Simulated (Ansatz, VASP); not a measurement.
ZnGe2N2: VASP beside Ansatz

INCAR

```
SYSTEM = ZnGe2N2
  PREC = Accurate
  ENCUT = 600
  EDIFF = 1E-7
  ISMEAR = 0
  SIGMA = 0.1
  LREAL = .False.
  LASPH = .True.
  NELM = 60
  ALGO = Normal
  ISIF = 3
  LWAVE = .False.
  LCHARG = .False.
  GGA = PE
  IBRION = 2
  NSW = 100
  EDIFFG = -0.01
```

Contents of KPOINTS:

```
regular mesh
0
Gamma
  12 12 4
  0 0 0
```

POSCAR

```
ZnGe2N2
1.0
    3.0464836461      0.0000000000      0.0000000000
   -1.5232418230      2.6383322297      0.0000000000
    0.0000000000      0.0000000000      9.3949992302
Zn Ge N
1 2 2
Direct
    0.0000000000      0.0000000000      0.0000000000
    0.3333333333      0.6666666667      0.2478081140
    0.6666666667      0.3333333333      0.7521918860
    0.3333333333      0.6666666667      0.6762975080
    0.6666666667      0.3333333333      0.3237024920
```

Input for Ansatz:

```yaml
crystal:
  lattice:
    - [3.0464836461, 0.0, 0.0]
    - [-1.523241823, 2.6383322297, 0.0]
    - [0.0, 0.0, 9.3949992302]
  atoms:
    - { symbol: Zn, position: [0.0, 0.0, 0.0] }
    - { symbol: Ge, position: [0.3333333333, 0.6666666667, 0.247808114] }
    - { symbol: Ge, position: [0.6666666667, 0.3333333333, 0.752191886] }
    - { symbol: "N", position: [0.3333333333, 0.6666666667, 0.676297508] }
    - { symbol: "N", position: [0.6666666667, 0.3333333333, 0.323702492] }
basis:
  ecutwfc: 420
kpoints:
  mp_grid: { grid: [12, 12, 4] }
hamiltonian:
  xc: pbe
scf:
  occupations: { method: gaussian, width: 0.1 }
output:
  forces: true
  stress: true
  eigenvalues: true
  write_density: true
  write_potential: true
  elf: true
  volumetric_format: npy
relax:
  adjacent_minimum: "off"
  f_tol: 0.01
  max_steps: 80
  cell: { stress_tol: 0.05 }
```

Change from the starting cell: species swapped into the MgAl2Si2 type (P-3m1, No. 164).

Alike in both runs: task relaxation of cell and atoms; functional PBE; k mesh 12 × 12 × 4; occupations gaussian, width 0.1 eV; no spin polarisation.

|  | VASP | Ansatz |
| --- | --- | --- |
| version | VASP 6.6.1 | Ansatz 0.2.0 |
| potentials or method | VASP PAW PBE potentials, release 64 (Zn, Ge_d, N), cutoff 600 eV | scalar-relativistic, plane waves, PAW |
| valence electrons in the cell | 50 | 50 |

|  | VASP | Ansatz | Ansatz less VASP |
| --- | --- | --- | --- |
| gap on the k mesh at the Fermi level, each at its own relaxed structure (eV) | none | none | - |
| relaxed volume (Å³/atom) | 15.21 | 15.48 | +0.266 |
| relaxed cell length with the largest relative difference (Å) | 9.529 | 9.688 | +0.1588 |

A gap of «none» marks a metal or a gap that the smearing closes.
